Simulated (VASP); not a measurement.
A run of VASP 6.6.1 is set up as follows.

INCAR

```
SYSTEM = CsCu
PREC     = Accurate       ! precision mode
ENCUT    = 520            ! plane-wave cutoff, eV
EDIFF    = 1E-6           ! SCF threshold, eV
ISMEAR   = 0              ! smearing method
SIGMA    = 0.1            ! smearing width, eV
LREAL    = .FALSE.        ! projectors in reciprocal space
LASPH    = .TRUE.         ! aspherical terms in the spheres
NELM     = 100            ! most SCF steps
ALGO     = Normal         ! electronic algorithm
ISIF     = 2              ! what is computed and relaxed
LWAVE    = .FALSE.        ! write WAVECAR
LCHARG   = .FALSE.        ! write CHGCAR
GGA      = PE             ! functional
NBANDS   = 28             ! bands
```

KPOINTS

```
regular mesh
0
G
  6 6 2
  0 0 0
```

POSCAR

```
CsCu
1.0
    4.3378405019     -0.0000000026      0.0000000000
   -2.1689202487      3.7566800736      0.0000000000
    0.0000000000      0.0000000000     10.9308580952
Cs Cu
2 2
Direct
    0.3333333333      0.6666666667      0.2732766090
    0.6666666667      0.3333333333      0.7267233910
    0.3333333333      0.6666666667      0.9832843980
    0.6666666667      0.3333333333      0.0167156020
```

Potentials or basis: VASP PAW PBE potentials, release 64 (Cs_sv, Cu).

Command:

```sh
$ cat potpaw_PBE.64/Cs_sv/POTCAR potpaw_PBE.64/Cu/POTCAR > POTCAR
$ mpirun -np 1 vasp_std > vasp.out
```

(1) What does it give for the band gap on the k mesh?

(2) Estimate the pressure.

Answers

(1) zero (bands 20 and 21 overlap by 0.75 eV).

(2) 0.1 GPa.

Caveat: spin-orbit coupling is left out, which moves the levels of the heavy elements.
